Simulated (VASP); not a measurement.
A run of VASP 6.6.1 is set up as follows.

Contents of INCAR:

```
PREC = Accurate ; ENCUT = 520
EDIFF = 1E-7 ; ISMEAR = -1
SIGMA = 0.05 ; LREAL = F
LASPH = T ; NELM = 100
ALGO = Normal ; ISIF = 2
LWAVE = F ; LCHARG = F
GGA = VW ; NBANDS = 11
```

File KPOINTS:

```
Automatic mesh
0
Gamma
  10 10 10
```

The input POSCAR:

```
BP
1.0
    0.0000000000      2.2448644681      2.2448644681
    2.2448644681      0.0000000000      2.2448644681
    2.2448644681      2.2448644681      0.0000000000
P B
1 1
Direct
    0.7500000000      0.7500000000      0.7500000000
    0.0000000000      0.0000000000      0.0000000000
```

Potentials or basis: VASP PAW PBE potentials, release 64 (P, B).

Command:

```bash
$ cat potpaw_PBE.64/P/POTCAR potpaw_PBE.64/B/POTCAR > POTCAR
$ mpirun -np 1 vasp_std > vasp.out
```

Question: What does it give for the band gap on the k mesh?

Answer: 1.16 eV, indirect (least direct gap 3.44 eV).

Question: Estimate the pressure.

Answer: 0.7 GPa.

Caveat: the PAW data sets were made with another functional, which shifts forces and pressure a little. A k mesh can miss the band edges.
